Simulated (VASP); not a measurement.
# BN (ke600): vibrations by perturbation theory with LDA

BN (ke600):

```xyz
2
Lattice="0.0000 1.7900 1.7900 1.7900 0.0000 1.7900 1.7900 1.7900 0.0000" Properties=species:S:1:pos:R:3 pbc="T T T"
B     0.0000    0.0000    0.0000
N     0.8950    0.8950    0.8950
```

```
Program                : VASP 6.6.1
Task                   : vibrations by perturbation theory
Functional             : LDA
Potentials or basis    : VASP PAW LDA potentials, release 64 (B, N)
Cutoff                 : 520 eV
k mesh                 : 12 × 12 × 12
Occupations            : gaussian, width 0.01 eV
Spin                   : no spin polarisation
Dipole correction      : no
Further INCAR settings : ALGO = Normal; EDIFF = 1e-08; NBANDS = 11; IBRION = 8; NSW = 1
```

```json
{"Electronic dielectric tensor (diagonal)": "4.56", "Born charges (mean of the diagonal)": "B +1.87; N -1.87 e", "Highest phonon frequency at Γ, LO-TO splitting left out": "1071 cm⁻¹"}
```

Phonon frequencies in cm⁻¹ (negative: imaginary):
```csv
q point,frequencies
"(0.000, 0.000, 0.000)",0 0 0 1071 1071 1071
```

Electronic dielectric tensor:
```
4.56 0.00 0.00
0.00 4.56 0.00
0.00 0.00 4.56
```

Born effective charge tensors (e):
atom 1, B
```
1.87 0.00 0.00
0.00 1.87 0.00
0.00 0.00 1.87
```
atom 2, N
```
-1.87  0.00  0.00
 0.00 -1.87  0.00
 0.00  0.00 -1.87
```

It took 120 s on 1 thread of Intel(R) Xeon(R) Platinum 8488C (Sapphire Rapids), with other jobs on the host, peak memory 0.19 GiB.

Caveat: the cell wasn't relaxed at this level first, which shifts response properties.
